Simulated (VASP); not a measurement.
# Si4IrPd (P4/mmm) in VASP: notebook

The runs below take Si4IrPd through single point, relaxation of cell and atoms, with PBE.

Program: VASP 6.6.1. These are calculated values, not measurements. Logs are shortened: lines on timing, memory, paths and dates and some standing lists are left out, and cuts for length are marked.

## (1) The cell of the first run

Symmetry: P4/mmm, No. 123, tetragonal system. Conventional cell: a = 4.084 Å, b = 4.084 Å, c = 5.703 Å, α = 90.00°, β = 90.00°, γ = 90.00°. Within 3.3 Å of Si (site symmetry 2mm) lie 2 Ir at 2.48 Å and 2 Pd at 2.50 Å and 6 Si at 2.81 to 2.89 Å. Pd (site symmetry 4/mmm) has 8 Si at 2.50 Å within 3.3 Å. Within 3.3 Å of Ir (site symmetry 4/mmm) lie 8 Si at 2.48 Å.

## (2) Single point, PBE, non-collinear spin, zero start, spin-orbit coupling

INCAR reads:

```
ALGO = Normal ; EDIFF = 1E-6
ENCUT = 520 ; GGA = PE
GGA_COMPAT = F ; ISIF = 2
ISMEAR = 0 ; LASPH = T
LCHARG = T ; LMAXMIX = 4
LORBIT = 11 ; LORBMOM = T
LREAL = F ; LSORBIT = T
LVHAR = T ; LWAVE = F
MAGMOM = 0 0 0 0 0 0 0 0 0 0 0 0 0 0 0 0 0 0 ; NBANDS = 51
NELM = 150 ; PREC = Accurate
SIGMA = 0.1
```

KPOINTS reads:

```
k-points
0
Gamma
  8 8 6
```

POSCAR reads:

```
Si4IrPd
1.0
    4.0840674567      0.0000000000      0.0000000000
    0.0000000000      4.0840674567      0.0000000000
    0.0000000000      0.0000000000      5.7031899643
Si Pd Ir
4 1 1
Direct
    0.0000000000      0.5000000000      0.7538045276
    0.5000000000      0.0000000000      0.7538045276
    0.0000000000      0.5000000000      0.2461954724
    0.5000000000      0.0000000000      0.2461954724
    0.5000000000      0.5000000000      0.5000000000
    0.0000000000      0.0000000000      0.0000000000
```

Potentials or basis: VASP PAW PBE potentials, release 64 (Si, Pd, Ir).

Started as:

```sh
> cat potpaw_PBE.64/Si/POTCAR potpaw_PBE.64/Pd/POTCAR potpaw_PBE.64/Ir/POTCAR > POTCAR
> mpirun -np 1 vasp_ncl > vasp.out
```

OUTCAR:

```text
EDIFF = 1E-6
   ENCUT = 520
   GGA = PE
   ISIF = 2
   ISMEAR = 0
   LASPH = T
   LORBIT = 11
   LREAL = F
   LSORBIT = T
   NELM = 150
   PREC = Accurate

 ion  position               nearest neighbor table
   1  0.000  0.500  0.754-   6 2.48   6 2.48   5 2.50   5 2.50   3 2.81   2 2.89   2 2.89   2 2.89
                             2 2.89   3 2.89
   2  0.500  0.000  0.754-   6 2.48   6 2.48   5 2.50   5 2.50   4 2.81   1 2.89   1 2.89   1 2.89
                             1 2.89   4 2.89
   3  0.000  0.500  0.246-   6 2.48   6 2.48   5 2.50   5 2.50   1 2.81   4 2.89   4 2.89   4 2.89
                             4 2.89   1 2.89
   4  0.500  0.000  0.246-   6 2.48   6 2.48   5 2.50   5 2.50   2 2.81   3 2.89   3 2.89   3 2.89
                             3 2.89   2 2.89
   5  0.500  0.500  0.500-   1 2.50   2 2.50   3 2.50   4 2.50   2 2.50   4 2.50   1 2.50   3 2.50

   6  0.000  0.000  0.000-   1 2.48   2 2.48   3 2.48   4 2.48   1 2.48   3 2.48   2 2.48   4 2.48

  LATTYP: Found a simple tetragonal cell.
 ALAT       =     4.0840674567
 C/A-ratio  =     1.3964485222

  Lattice vectors:

 A1 = (   4.0840674567,   0.0000000000,   0.0000000000)
 A2 = (   0.0000000000,   4.0840674567,   0.0000000000)
 A3 = (   0.0000000000,   0.0000000000,   5.7031899643)

Analysis of symmetry for initial positions (statically):
=====================================================================
 Subroutine PRICEL returns:
 Original cell was already a primitive cell.

 Routine SETGRP: Setting up the symmetry group for a
 simple tetragonal supercell.

 Subroutine GETGRP returns: Found 16 space group operations
 (whereof 16 operations were pure point group operations)
 out of a pool of 16 trial point group operations.

The static configuration has the point symmetry D_4h.

Analysis of symmetry for dynamics (positions and initial velocities):
=====================================================================
 Subroutine PRICEL returns:
 Original cell was already a primitive cell.

 Routine SETGRP: Setting up the symmetry group for a
 simple tetragonal supercell.

 Subroutine GETGRP returns: Found 16 space group operations
 (whereof 16 operations were pure point group operations)
 out of a pool of 16 trial point group operations.

The dynamic configuration has the point symmetry D_4h.

Analysis of structural, dynamic, and magnetic symmetry:
=====================================================================
 Subroutine PRICEL returns:
 Original cell was already a primitive cell.

 Routine SETGRP: Setting up the symmetry group for a
 simple tetragonal supercell.

 Subroutine GETGRP returns: Found 16 space group operations
 (whereof 16 operations were pure point group operations)
 out of a pool of 16 trial point group operations.

The overall configuration has the point symmetry D_4h.

 Subroutine INISYM returns: Found 16 space group operations
 (whereof 16 operations are pure point group operations),
 and found     1 'primitive' translations

----------------------------------------------------------------------------------------

                                     Primitive cell

  volume of cell :      95.1270

  direct lattice vectors                    reciprocal lattice vectors
     4.084067457  0.000000000  0.000000000     0.244853938  0.000000000  0.000000000
     0.000000000  4.084067457  0.000000000     0.000000000  0.244853938  0.000000000
     0.000000000  0.000000000  5.703189964     0.000000000  0.000000000  0.175340468

  length of vectors
     4.084067457  4.084067457  5.703189964     0.244853938  0.244853938  0.175340468

  position of ions in fractional coordinates (direct lattice)
     0.000000000  0.500000000  0.753804528
     0.500000000  0.000000000  0.753804528
     0.000000000  0.500000000  0.246195472
     0.500000000  0.000000000  0.246195472
     0.500000000  0.500000000  0.500000000
     0.000000000  0.000000000  0.000000000

  ion indices of the primitive-cell ions
   primitive index   ion index
[... 141 lines left out ...]
      4       0.2216      1.00000
      5       0.8175      1.00000
      6       0.8175      1.00000
[... 1189 lines left out ...]
     46      13.2623      0.00000
     47      13.9057      0.00000

 [... further k-points ...]

 [bands above 47 left out]

------------------------ aborting loop because EDIFF is reached ----------------------------------------

  FORCE on cell =-STRESS in cart. coord.  units (eV):
  Direction    XX          YY          ZZ          XY          YZ          ZX
  --------------------------------------------------------------------------------------
  -------------------------------------------------------------------------------------
  Total        0.0490163      0.0490163      0.0795924      0.0000000      0.0000000      0.0000000
  in kB        0.8255583      0.8255583      1.3405361      0.0000000      0.0000000      0.0000000
  external PRESSURE =       0.9972176 kB  Pullay stress =       0.0000000 kB

 VOLUME and BASIS-vectors are now :
 -----------------------------------------------------------------------------
  energy-cutoff  :      520.00
  volume of cell :       95.13
      direct lattice vectors                 reciprocal lattice vectors
     4.084067457  0.000000000  0.000000000     0.244853938  0.000000000  0.000000000
     0.000000000  4.084067457  0.000000000     0.000000000  0.244853938  0.000000000
     0.000000000  0.000000000  5.703189964     0.000000000  0.000000000  0.175340468

 POSITION                                       TOTAL-FORCE (eV/Angst)
 -----------------------------------------------------------------------------------
      0.00000      2.04203      4.29909         0.000000     -0.000000     -0.014072
      2.04203      0.00000      4.29909         0.000000      0.000000     -0.014072
      0.00000      2.04203      1.40410        -0.000000      0.000000      0.014072
      2.04203      0.00000      1.40410        -0.000000      0.000000      0.014072
      2.04203      2.04203      2.85159         0.000000     -0.000000      0.000000
      0.00000      0.00000      0.00000         0.000000     -0.000000      0.000000
 -----------------------------------------------------------------------------------
    total drift:                                0.000000      0.000000      0.000000

  FREE ENERGIE OF THE ION-ELECTRON SYSTEM (eV)
  ---------------------------------------------------
  free  energy   TOTEN  =       -38.4720225377 eV

  energy  without entropy=      -38.4665038497  energy(sigma->0) =      -38.46926319

 orbital moment (x)

 # of ion     p       d       tot
 ----------------------------------------
  1         0.000   0.000   0.000
  2         0.000   0.000   0.000
  3         0.000   0.000   0.000
  4         0.000   0.000   0.000
  5         0.000  -0.000  -0.000
  6         0.000  -0.000  -0.000
 ----------------------------------------
            0.000  -0.000   0.000

 orbital moment (y)

 # of ion     p       d       tot
 ----------------------------------------
  1        -0.000   0.000  -0.000
  2         0.000   0.000   0.000
  3        -0.000   0.000  -0.000
  4         0.000   0.000   0.000
  5        -0.000  -0.000  -0.000
  6         0.000  -0.000  -0.000
 ----------------------------------------
           -0.000  -0.000  -0.000

 orbital moment (z)

 # of ion     p       d       tot
 ----------------------------------------
  1         0.000   0.000   0.000
  2         0.000   0.000   0.000
  3         0.000   0.000   0.000
  4         0.000   0.000   0.000
  5         0.000   0.000   0.000
  6         0.000   0.000   0.000
 ----------------------------------------
            0.000   0.000   0.000

 Spin-Orbit-Coupling matrix elements

 Ion:    1  E_soc:     -0.0003548
 l=   1
     0.0000000    -0.0000653    -0.0000610
    -0.0000653     0.0000000    -0.0000511
    -0.0000610    -0.0000511     0.0000000
 l=   2
     0.0000000     0.0000000     0.0000000     0.0000000     0.0000000
     0.0000000     0.0000000     0.0000000     0.0000000     0.0000000
     0.0000000     0.0000000     0.0000000     0.0000000     0.0000000
     0.0000000     0.0000000     0.0000000     0.0000000     0.0000000
     0.0000000     0.0000000     0.0000000     0.0000000     0.0000000
 l=   3
     0.0000000     0.0000000     0.0000000     0.0000000     0.0000000     0.0000000     0.0000000
     0.0000000     0.0000000     0.0000000     0.0000000     0.0000000     0.0000000     0.0000000
     0.0000000     0.0000000     0.0000000     0.0000000     0.0000000     0.0000000     0.0000000
     0.0000000     0.0000000     0.0000000     0.0000000     0.0000000     0.0000000     0.0000000
[... 89 lines left out ...]
 l=   2
     0.0000000    -0.0156012     0.0000000    -0.0156012    -0.0611065
    -0.0156012     0.0000000    -0.0470533    -0.0145477    -0.0145210
     0.0000000    -0.0470533     0.0000000    -0.0470533     0.0000000
    -0.0156012    -0.0145477    -0.0470533     0.0000000    -0.0145210
    -0.0611065    -0.0145210     0.0000000    -0.0145210     0.0000000
 l=   3
     0.0000000     0.0000000     0.0000000     0.0000000     0.0000000     0.0000000     0.0000000
     0.0000000     0.0000000     0.0000000     0.0000000     0.0000000     0.0000000     0.0000000
     0.0000000     0.0000000     0.0000000     0.0000000     0.0000000     0.0000000     0.0000000
     0.0000000     0.0000000     0.0000000     0.0000000     0.0000000     0.0000000     0.0000000
     0.0000000     0.0000000     0.0000000     0.0000000     0.0000000     0.0000000     0.0000000
     0.0000000     0.0000000     0.0000000     0.0000000     0.0000000     0.0000000     0.0000000
     0.0000000     0.0000000     0.0000000     0.0000000     0.0000000     0.0000000     0.0000000

 total charge

# of ion       s       p       d       tot
------------------------------------------
    1        0.751   0.792   0.000   1.543
    2        0.751   0.792   0.000   1.543
    3        0.751   0.792   0.000   1.543
    4        0.751   0.792   0.000   1.543
    5        0.623   0.858   8.505   9.986
    6        0.740   0.865   7.229   8.834
--------------------------------------------------
tot          4.368   4.890  15.734  24.992

 magnetization (x)

# of ion       s       p       d       tot
------------------------------------------
    1        0.000   0.000   0.000   0.000
    2        0.000   0.000   0.000   0.000
    3        0.000   0.000   0.000   0.000
    4        0.000   0.000   0.000   0.000
    5       -0.000   0.000   0.000  -0.000
    6       -0.000   0.000   0.000   0.000
--------------------------------------------------
tot         -0.000   0.000   0.000   0.000

 magnetization (y)

# of ion       s       p       d       tot
------------------------------------------
    1        0.000   0.000   0.000   0.000
    2        0.000   0.000   0.000   0.000
    3        0.000   0.000   0.000   0.000
    4        0.000   0.000   0.000   0.000
    5       -0.000   0.000   0.000  -0.000
    6        0.000  -0.000   0.000   0.000
--------------------------------------------------
tot         -0.000   0.000   0.000   0.000

 magnetization (z)

# of ion       s       p       d       tot
------------------------------------------
    1        0.000   0.000   0.000   0.000
    2        0.000  -0.000   0.000  -0.000
    3        0.000   0.000   0.000   0.000
    4        0.000   0.000   0.000   0.000
    5       -0.000   0.000  -0.000  -0.000
    6       -0.000   0.000  -0.000  -0.000
--------------------------------------------------
tot         -0.000   0.000  -0.000   0.000
```

It took 15 min on 1 thread of AMD EPYC 7R13, shared host; peak memory 0.6 GiB.

What came out:

```
Free energy                                           : -38.4720 eV
Pressure                                              : 0.1 GPa
Largest force                                         : 0.014 eV/Å
Net moment                                            : 0.00 μB per cell
Valence electrons inside the program's atomic spheres : Si 1.54; Pd 9.99; Ir 8.83
```

Forces in eV/Å, atoms in the order of the input:
```
Si   0.000  0.000 -0.014
Si   0.000  0.000 -0.014
Si   0.000  0.000  0.014
Si   0.000  0.000  0.014
Pd   0.000  0.000  0.000
Ir   0.000  0.000  0.000
```

Moments on the atoms (μB; x, y, z):
```
Si  0.00 0.00 0.00
Si  0.00 0.00 0.00
Si  0.00 0.00 0.00
Si  0.00 0.00 0.00
Pd  0.00 0.00 0.00
Ir  0.00 0.00 0.00
```

## (3) Relaxation of cell and atoms, PBE

This run uses another cell than the first one, of 15.90 Å³/atom, 1.003 times its volume.

INCAR reads:

```
PREC = Accurate
ENCUT = 600
EDIFF = 1E-6
ISMEAR = 0
SIGMA = 0.1
LREAL = False
LASPH = True
NELM = 60
ALGO = Normal
ISIF = 3
LWAVE = False
LCHARG = False
GGA = PE
IBRION = 2
NSW = 100
EDIFFG = -0.01
```

KPOINTS reads:

```
regular mesh
0
Gamma
  8 8 6
```

POSCAR reads:

```
Si4IrPd
1.0
    4.1248990696      0.0000000000      0.0000000000
    0.0000000000      4.1248990696      0.0000000000
    0.0000000000      0.0000000000      5.6061405638
Si Pd Ir
4 1 1
Direct
    0.0000000000      0.5000000000      0.7534149436
    0.5000000000      0.0000000000      0.7534149436
    0.0000000000      0.5000000000      0.2465850564
    0.5000000000      0.0000000000      0.2465850564
    0.5000000000      0.5000000000      0.5000000000
    0.0000000000      0.0000000000      0.0000000000
```

Potentials or basis: VASP PAW PBE potentials, release 64 (Si, Pd, Ir).

Started as:

```sh
> cat potpaw_PBE.64/Si/POTCAR potpaw_PBE.64/Pd/POTCAR potpaw_PBE.64/Ir/POTCAR > POTCAR
> mpirun -np 1 vasp_std > vasp.out
```

Wall time 14 min (1 thread of Oxide Virtual Turin-like, shared host); peak memory 0.32 GiB.

It converged, with:

| Quantity | Value |
| --- | --- |
| Free energy | -38.0826 eV |
| Relaxed volume | 15.87 Å³/atom |
| Relaxed cell | a = 4.086 Å, b = 4.086 Å, c = 5.700 Å, α = 90.00°, β = 90.00°, γ = 90.00° |
| Space group after relaxing (to 0.05 Å) | P4/mmm (No. 123) |
| Energy gained by relaxing | 0.6 meV/atom |
| Ionic steps | 8 |
| Pressure after relaxing | -0.1 GPa |
| Largest force after relaxing | 0.004 eV/Å |

Forces in eV/Å, atoms in the order of the input:
```
Si   0.000  0.000  0.004
Si   0.000  0.000  0.004
Si   0.000  0.000 -0.004
Si   0.000  0.000 -0.004
Pd   0.000  0.000  0.000
Ir   0.000  0.000  0.000
```

Step by step:
```tsv
step	energy change (eV)	largest force (eV/Å)	pressure (GPa)	volume (Å³)
1	0.0000	0.0033	-0.50	95.39
2	-0.0005	0.0164	0.62	94.70
3	-0.0009	0.0113	0.18	94.97
4	-0.0016	0.0021	0.15	94.99
5	-0.0028	0.0411	0.09	95.03
6	-0.0029	0.0583	0.05	95.04
7	-0.0035	0.0134	-0.07	95.16
8	-0.0035	0.0040	-0.09	95.19
```

Final structure:
```
CELL_PARAMETERS angstrom
4.08642 0.00000 0.00000
0.00000 4.08642 0.00000
0.00000 0.00000 5.70043
ATOMIC_POSITIONS crystal
Si 0.00000 0.50000 0.75366
Si 0.50000 0.00000 0.75366
Si 0.00000 0.50000 0.24634
Si 0.50000 0.00000 0.24634
Pd 0.50000 0.50000 0.50000
Ir 0.00000 0.00000 0.00000
```

Levels at points of the mesh, in eV from the Fermi level:
```csv
k point,band 16,band 17,band 18,band 19,band 20,band 21
"(0.00, 0.00, 0.00)",-1.98,0.69,3.14,3.24,3.24,3.45
"(0.50, 0.00, 0.00)",-1.61,-0.56,0.22,1.31,2.55,2.69
"(0.50, 0.50, 0.00)",-3.45,-2.73,-2.67,1.17,1.17,2.97
"(0.00, 0.00, 0.50)",-0.85,-0.71,-0.34,-0.34,0.55,3.00
"(0.50, 0.00, 0.50)",-0.89,-0.84,-0.67,1.03,1.19,2.69
"(0.50, 0.50, 0.50)",-2.73,-2.27,-0.97,2.32,2.32,3.72
```

Caveat: spin-orbit coupling is left out, which moves the levels of the heavy elements.
